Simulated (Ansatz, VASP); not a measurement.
BeS4: VASP beside Ansatz

INCAR

```
SYSTEM = BeS4
PREC = Accurate
ENCUT = 600
EDIFF = 1E-6
ISMEAR = 0
SIGMA = 0.1
LREAL = .FALSE.
LASPH = .TRUE.
NELM = 60
ALGO = Normal
ISIF = 3
LWAVE = .FALSE.
LCHARG = .FALSE.
GGA = PE
IBRION = 2
NSW = 100
EDIFFG = -0.01
```

The input KPOINTS:

```
regular mesh
0
G
  6 6 12
  0 0 0
```

The input POSCAR:

```
BeS4
1.0
    4.0273358830     -4.9614787859      0.0000000000
    4.0273358830      4.9614787859      0.0000000000
    0.0000000000      0.0000000000      3.3981573288
Be S
1 4
Direct
    0.0000000000      0.0000000000      0.0000000000
    0.8592782976      0.8592782976      0.5000000000
    0.1407217024      0.1407217024      0.5000000000
    0.5971074698      0.4028925302      0.0000000000
    0.4028925302      0.5971074698      0.0000000000
```

Input for Ansatz:

```yaml
crystal:
  lattice:
    - [4.027335883, -4.9614787859, 0.0]
    - [4.027335883, 4.9614787859, 0.0]
    - [0.0, 0.0, 3.3981573288]
  atoms:
    - { symbol: Be, position: [0.0, 0.0, 0.0] }
    - { symbol: S, position: [0.8592782976, 0.8592782976, 0.5] }
    - { symbol: S, position: [0.1407217024, 0.1407217024, 0.5] }
    - { symbol: S, position: [0.5971074698, 0.4028925302, 0.0] }
    - { symbol: S, position: [0.4028925302, 0.5971074698, 0.0] }
basis:
  ecutwfc: 420
kpoints:
  mp_grid: { grid: [6, 6, 12] }
hamiltonian:
  xc: pbe
scf:
  occupations: { method: gaussian, width: 0.1 }
output:
  forces: true
  stress: true
  eigenvalues: true
  write_density: true
  write_potential: true
  elf: true
  volumetric_format: npy
relax:
  adjacent_minimum: "off"
  f_tol: 0.01
  max_steps: 80
  cell: { stress_tol: 0.05 }
```

Change from the starting cell: species swapped into the OsCl4 type (Cmmm, No. 65).

Alike in both runs: task relaxation of cell and atoms; functional PBE; k mesh 6 × 6 × 12; occupations gaussian, width 0.1 eV; no spin polarisation.

```csv
,VASP,Ansatz
version,VASP 6.6.1,Ansatz 0.2.0
potentials or method,"VASP PAW PBE potentials, release 64 (Be, S), cutoff 600 eV","scalar-relativistic, plane waves, PAW"
valence electrons in the cell,26,26
```

|  | VASP | Ansatz | Ansatz less VASP |
| --- | --- | --- | --- |
| gap on the k mesh at the Fermi level, each at its own relaxed structure (eV) | none | none | - |
| relaxed volume (Å³/atom) | 26.77 | 27.96 | +1.187 |
| relaxed length of the cell vector where the two differ most in proportion (Å) | 6.363 | 6.546 | +0.1829 |

A gap of «none» marks a metal or a gap that the smearing closes.
